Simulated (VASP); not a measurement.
**Be: electric field gradients with LDA**

Be:

```
Be
1.0
    -1.25312    1.25312    1.25312
     1.25312   -1.25312    1.25312
     1.25312    1.25312   -1.25312
Be
1
Direct
  0.00000 0.00000 0.00000
```

This isn't the form of Be at room conditions, which is hcp.

| Item | Value |
| --- | --- |
| Program | VASP 6.6.1 |
| Task | electric field gradients |
| Functional | LDA |
| Potentials or basis | VASP PAW LDA potentials, release 64 (Be) |
| Cutoff | 520 eV |
| k mesh | 23 × 23 × 23 |
| Occupations | fermi-dirac, width 0.03 eV |
| Spin | no spin polarisation |
| Dipole correction | no |
| Further INCAR settings | ALGO = Normal; EDIFF = 1e-08; NBANDS = 7 |

The pressure is -6.2 GPa. The band gap on the k mesh is zero (bands 1 and 2 overlap by 4.77 eV) and the largest electric field gradient by atom is zero within the noise of the run.

Levels at points of the mesh, in eV from the Fermi level:
| k point | band 1 | band 2 | band 3 | band 4 | band 5 |
| --- | --- | --- | --- | --- | --- |
| (0.00, 0.00, 0.00) | -12.12 | 18.94 | 18.94 | 18.94 | 30.70 |

Run time: 13 s on 1 thread of AMD EPYC 7R13 (shared host), peak memory 0.09 GiB.

Caveat: the cell stands under tension.
